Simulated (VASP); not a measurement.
# SiC (P6_3mc) in VASP: a series of runs

Runs on SiC. Level: PBE. Tasks: relaxation of cell and atoms.

Everything below comes from runs of VASP 6.6.1. Logs are shortened: lines on timing, memory, paths and dates and some standing lists are left out, and cuts for length are marked.

**1. The cell of the first run**

It takes space group P6_3mc (No. 186, hexagonal). Conventional cell: a = 3.076 Å, b = 3.076 Å, c = 5.048 Å, α = 90.00°, β = 90.00°, γ = 120.00°. Within 2.5 Å of Si (site symmetry 3m) lie 4 C at 1.87 to 1.94 Å. C (site symmetry 3m) has 4 Si at 1.87 to 1.94 Å within 2.5 Å.

**2. Relaxation of cell and atoms, PBE, target pressure 20 GPa, at which the enthalpy is minimised**

File INCAR:

```
SYSTEM = SiC
ALGO = Normal
EDIFF = 1E-7
EDIFFG = -0.05
ENCUT = 600
GGA = PE
GGA_COMPAT = .False.
IBRION = 2
ISIF = 3
ISMEAR = 0
LASPH = .True.
LCHARG = .False.
LREAL = .False.
LWAVE = .False.
NELM = 120
NELMIN = 4
NSW = 80
PREC = Accurate
PSTRESS = 200.0
SIGMA = 0.01
```

File KPOINTS:

```
k-points
0
Gamma
  6 6 4
  0 0 0
```

File POSCAR:

```
SiC
1.0
    3.0760000000      0.0000000000      0.0000000000
   -1.5380000000      2.6638940000      0.0000000000
    0.0000000000      0.0000000000      5.0480000000
Si C
2 2
Direct
    0.3333333333      0.6666666667      0.0000000000
    0.6666666667      0.3333333333      0.5000000000
    0.3333333333      0.6666666667      0.3850000000
    0.6666666667      0.3333333333      0.8850000000
```

Potentials or basis: VASP PAW PBE potentials, release 64 (Si, C).

Command:

```sh
> cat potpaw_PBE.64/Si/POTCAR potpaw_PBE.64/C/POTCAR > POTCAR
> mpirun -np 1 vasp_std > vasp.out
```

OUTCAR:

```text
SYSTEM = SiC
   EDIFF = 1E-7
   EDIFFG = -0.05
   ENCUT = 600
   GGA = PE
   IBRION = 2
   ISIF = 3
   ISMEAR = 0
   LASPH = .True.
   LREAL = .False.
   NELM = 120
   NELMIN = 4
   NSW = 80
   PREC = Accurate
   PSTRESS = 200.0

 ion  position               nearest neighbor table
   1  0.333  0.667  0.000-   4 1.87   4 1.87   4 1.87   3 1.94   2 3.09   2 3.09   2 3.09   2 3.09
                             2 3.09   2 3.09
   2  0.667  0.333  0.500-   3 1.87   3 1.87   3 1.87   4 1.94   1 3.09   1 3.09   1 3.09   1 3.09
                             1 3.09   1 3.09
   3  0.333  0.667  0.385-   2 1.87   2 1.87   2 1.87   1 1.94
   4  0.667  0.333  0.885-   1 1.87   1 1.87   1 1.87   2 1.94

  LATTYP: Found a hexagonal cell.
 ALAT       =     3.0760000000
 C/A-ratio  =     1.6410923277

  Lattice vectors:

 A1 = (   3.0760000000,   0.0000000000,   0.0000000000)
 A2 = (  -1.5380000000,   2.6638940000,   0.0000000000)
 A3 = (   0.0000000000,   0.0000000000,   5.0480000000)

Analysis of symmetry for initial positions (statically):
=====================================================================
 Subroutine PRICEL returns:
 Original cell was already a primitive cell.

 Routine SETGRP: Setting up the symmetry group for a
 hexagonal supercell.

 Subroutine GETGRP returns: Found 12 space group operations
 (whereof  6 operations were pure point group operations)
 out of a pool of 24 trial point group operations.

The static configuration has the point symmetry C_3v.
 The point group associated with its full space group is C_6v.

Analysis of symmetry for dynamics (positions and initial velocities):
=====================================================================
 Subroutine PRICEL returns:
 Original cell was already a primitive cell.

 Routine SETGRP: Setting up the symmetry group for a
 hexagonal supercell.

 Subroutine GETGRP returns: Found 12 space group operations
 (whereof  6 operations were pure point group operations)
 out of a pool of 24 trial point group operations.

The dynamic configuration has the point symmetry C_3v.
 The point group associated with its full space group is C_6v.

 Subroutine INISYM returns: Found 12 space group operations
 (whereof  6 operations are pure point group operations),
 and found     1 'primitive' translations

----------------------------------------------------------------------------------------

                                     Primitive cell

  volume of cell :      41.3640

  direct lattice vectors                    reciprocal lattice vectors
     3.076000000  0.000000000  0.000000000     0.325097529  0.187695156  0.000000000
    -1.538000000  2.663894000  0.000000000     0.000000000  0.375390312  0.000000000
     0.000000000  0.000000000  5.048000000     0.000000000  0.000000000  0.198098257

  length of vectors
     3.076000000  3.075999877  5.048000000     0.375390297  0.375390312  0.198098257

  position of ions in fractional coordinates (direct lattice)
     0.333333333  0.666666667  0.000000000
     0.666666667  0.333333333  0.500000000
     0.333333333  0.666666667  0.385000000
     0.666666667  0.333333333  0.885000000

  ion indices of the primitive-cell ions
   primitive index   ion index
                 1           1
                 2           2
                 3           3
                 4           4

----------------------------------------------------------------------------------------

 KPOINTS: k-points

Automatic generation of k-mesh.
 Grid dimensions read from file:
 generate k-points for:    6    6    4

 Generating k-lattice:

  Cartesian coordinates                     Fractional coordinates (reciprocal lattice)
     0.054182922  0.031282526  0.000000000     0.166666667  0.000000000  0.000000000
     0.000000000  0.062565052  0.000000000     0.000000000  0.166666667  0.000000000
     0.000000000  0.000000000  0.049524564     0.000000000  0.000000000  0.250000000

  Length of vectors
     0.062565050  0.062565052  0.049524564

  Shift w.r.t. Gamma in fractional coordinates (k-lattice)
     0.000000000  0.000000000  0.000000000

 Subroutine IBZKPT returns following result:
 ===========================================

 Found     21 irreducible k-points:

 Following reciprocal coordinates:
            Coordinates               Weight
  0.000000  0.000000  0.000000      1.000000
  0.166667 -0.000000  0.000000      6.000000
  0.333333  0.000000  0.000000      6.000000
  0.500000  0.000000  0.000000      3.000000
  0.166667  0.166667  0.000000      6.000000
  0.333333  0.166667  0.000000     12.000000
[... 13 lines left out ...]
  0.333333  0.166667  0.500000     12.000000
  0.333333  0.333333  0.500000      2.000000
   k-points           NKPTS =     21   k-points in BZ     NKDIM =     21   number of bands    NBANDS=     12
   number of dos      NEDOS =    301   number of ions     NIONS =      4
   total plane-waves  NPLWV =  31360
   dimension x,y,z NGX =    28 NGY =   28 NGZ =   40
   dimension x,y,z NGXF=    56 NGYF=   56 NGZF=   80
   ions per type =               2   2
   NGX,Y,Z   is equivalent  to a cutoff of  15.13, 15.13, 13.17 a.u.
   NGXF,Y,Z  is equivalent  to a cutoff of  30.27, 30.27, 26.35 a.u.
 SYSTEM =  SiC
   PREC   = accura    normal or accurate (medium, high low for compatibility)
   ISTART =      0    job   : 0-new  1-cont  2-samecut
   ICHARG =      2    charge: 1-file 2-atom 10-const
   ISPIN  =      1    spin polarized calculation?
   LNONCOLLINEAR =      F non collinear calculations
   LSORBIT =      F    spin-orbit coupling
   LASPH  =      T    aspherical Exc in radial PAW
   ENCUT  =  600.0 eV  44.10 Ry    6.64 a.u.   6.14  6.14 10.08*2*pi/ulx,y,z
   NELM   =    120;   NELMIN=  4; NELMDL= -5     # of ELM steps
   EDIFF  = 0.1E-06   stopping-criterion for ELM
   LREAL  =      F    real-space projection
   EDIFFG = -.5E-01   stopping-criterion for IOM
   NSW    =     80    number of steps for IOM
   IBRION =      2    ionic relax: 0-MD 1-quasi-New 2-CG
   NFREE  =      1    steps in history (QN), initial steepest desc. (CG)
   ISIF   =      3    stress and relaxation
   ISYM   =      2    0-nonsym 1-usesym 2-fastsym
   POTIM  = 0.5000    time-step for ionic-motion
   TEBEG  =    0.0;   TEEND  =   0.0 temperature during run
   PSTRESS=  200.0 pullay stress
   NELECT =      16.0000    total number of electrons
   NUPDOWN=      -1.0000    fix difference up-down
   EMIN   =  10.00;   EMAX   =-10.00  energy-range for DOS
   EFERMI =   0.00;   METHOD = LEGACY
   ISMEAR =     0;   SIGMA  =   0.01  broadening in eV -4-tet -1-fermi 0-gaus
   EFERMI_NEDOS =   21; number of points for ismear=-14 and -15
   IALGO  =     38    algorithm
   IMIX   =      4    mixing-type and parameters
     AMIX     =   0.40;   BMIX     =  1.00
     AMIX_MAG =   1.60;   BMIX_MAG =  1.00
  volume/ion in A,a.u.               =      10.34        69.78
  Fermi-wavevector in a.u.,A,eV,Ry     =   1.192817  2.254098 19.358550  1.422813
  Thomas-Fermi vector in A             =   2.328847
   LORBIT       =      0    0 simple, 1 ext, 2 COOP (PROOUT), +10 PAW based schemes
   GGA     = PE    functional components
   LHFCALC =     F    Hartree Fock is set to
   AEXX    =    0.0000 exact exchange contribution
   IVDW    =     0    specifies the selected vdW correction
   LEPSILON=     F    determine dielectric tensor
   LRPA    =     F    only Hartree local field effects (RPA)
 conjugate gradient relaxation of ions
 non-spin polarized calculation
 Gauss-broadening in eV      SIGMA  =   0.01
  energy-cutoff  :      600.00
  volume of cell :       41.36
 maximum number of plane-waves:      1404
 NGX is ok and might be reduce to    28
   NGX = 13   NGY = 13   NGZ = 21

--------------------------------------- Ionic step        1  -------------------------------------------

 number of electron      16.0000001 magnetization

 Free energy of the ion-electron system (eV)
  ---------------------------------------------------
  ext. energy  EPLUGINS =         0.00000000
  ---------------------------------------------------
  free energy    TOTEN  =       -30.06040668 eV

  energy without entropy =      -30.06040668  energy(sigma->0) =      -30.06040668

------------------------ aborting loop because EDIFF is reached ----------------------------------------

  FORCE on cell =-STRESS in cart. coord.  units (eV):
  Direction    XX          YY          ZZ          XY          YZ          ZX
  --------------------------------------------------------------------------------------
  -------------------------------------------------------------------------------------
  Total        1.3316852      1.3316850      0.0457155      0.0000000      0.0000000      0.0000000
  in kB       51.5809723     51.5809668      1.7707244      0.0000000      0.0000000      0.0000000
  external PRESSURE =    -165.0224455 kB  Pullay stress =     200.0000000 kB
[... 25 lines left out ...]
  enthalpy is  TOTEN    =       -24.8969322596 eV   P V=        5.1634744253

--------------------------------------- Ionic step        2  -------------------------------------------

 number of electron      15.9999999 magnetization

 E-fermi :  10.2940     XC(G=0): -12.0522

 val. band max:       10.1900863393   @ k =   0.0000   0.0000   0.0000
 cond. band min:      12.0803494706   @ k =   0.3333   0.3333   0.0000
 fundamental gap:      1.8902631313
 Fermi energy:        10.2940003353

 k-point     1 :       0.0000    0.0000    0.0000
  band No.  band energies     occupation
      1      -6.7299      2.00000
      2      -2.3594      2.00000
      3       0.4787      2.00000
      4       8.7079      2.00000
      5       8.7079      2.00000
      6       9.9828      2.00000
      7      10.1901      2.00000
      8      10.1901      2.00000
      9      16.0677      0.00000
     10      17.6941      0.00000
     11      17.6941      0.00000
     12      18.3286      0.00000
[... 575 lines left out ...]
  enthalpy is  TOTEN    =       -25.0766271248 eV   P V=        4.8471167731

--------------------------------------- Ionic step        9  -------------------------------------------

 number of electron      15.9999999 magnetization

 Free energy of the ion-electron system (eV)
  ---------------------------------------------------
  ext. energy  EPLUGINS =         0.00000000
  ---------------------------------------------------
  free energy    TOTEN  =       -29.91654782 eV

  energy without entropy =      -29.91654782  energy(sigma->0) =      -29.91654782

 E-fermi :   9.0967     XC(G=0): -11.6340

 val. band max:        9.0095860346   @ k =   0.0000   0.0000   0.0000
 cond. band min:      11.1775183894   @ k =   0.3333   0.3333   0.0000
 fundamental gap:      2.1679323548
 Fermi energy:         9.0966855206

 k-point     1 :       0.0000    0.0000    0.0000
  band No.  band energies     occupation
      1      -7.0829      2.00000
      2      -3.2556      2.00000
      3      -0.0590      2.00000
      4       7.6561      2.00000
      5       7.6561      2.00000
      6       8.9143      2.00000
      7       9.0096      2.00000
      8       9.0096      2.00000
      9      14.3470      0.00000
     10      15.9296      0.00000
     11      16.0600      0.00000
     12      16.0600      0.00000
[... 329 lines left out ...]
  FREE ENERGIE OF THE ION-ELECTRON SYSTEM (eV)
  ---------------------------------------------------
  free  energy   TOTEN  =       -29.9165478205 eV

  energy  without entropy=      -29.9165478205  energy(sigma->0) =      -29.91654782

  enthalpy is  TOTEN    =       -25.0770822140 eV   P V=        4.8394656065

 reached required accuracy - stopping structural energy minimisation
```

Wall time 1.8 min (1 thread of Intel Xeon Platinum 8375C at 2.90GHz (Ice Lake), shared host); peak memory 0.17 GiB.

Results:

```
Free energy                                                : -29.9165 eV
Relaxed volume                                             : 9.69 Å³/atom
Relaxed cell                                               : a = 3.012 Å, b = 3.012 Å, c = 4.935 Å, α = 90.00°, β = 90.00°, γ = 120.00°
Space group after relaxing (to 0.1 Å)                      : P6_3mc (No. 186)
Energy change on relaxing (the run minimises the enthalpy) : +36.0 meV/atom
Ionic steps                                                : 9
Pressure after relaxing                                    : 19.8 GPa
Largest force after relaxing                               : 0.005 eV/Å
Band gap on the k mesh                                     : 2.17 eV (least direct gap 4.08 eV)
```

Forces on the atoms (eV/Å):
```
Si   0.000  0.000  0.005
Si   0.000  0.000  0.005
C    0.000  0.000 -0.005
C    0.000  0.000 -0.005
```

Stress tensor (GPa, compression positive):
```
19.71  0.00  0.00
 0.00 19.71  0.00
 0.00  0.00 19.89
```

Step by step:
```tsv
step	energy change (eV)	largest force (eV/Å)	pressure (GPa)	volume (Å³)
1	0.0000	0.7450	3.50	41.36
2	0.9360	1.0428	51.85	35.31
3	0.1586	0.2691	20.34	38.69
4	0.1666	0.2520	20.82	38.63
5	0.1733	0.2378	21.22	38.57
6	0.1495	0.2045	19.96	38.74
7	0.1561	0.0323	20.43	38.68
8	0.1367	0.0286	19.33	38.83
9	0.1439	0.0049	19.77	38.77
```

Final structure:
```
Si C
1.0
     3.01183    0.00000    0.00000
    -1.50591    2.60832    0.00000
     0.00000    0.00000    4.93499
Si C
2 2
Direct
  0.33333 0.66667 0.00448
  0.66667 0.33333 0.50448
  0.33333 0.66667 0.38052
  0.66667 0.33333 0.88052
```

Caveat: the cell is relaxed towards a set pressure, so the run minimises the enthalpy, not the energy. A k mesh can miss the band edges.

[end of part 1 of 2]
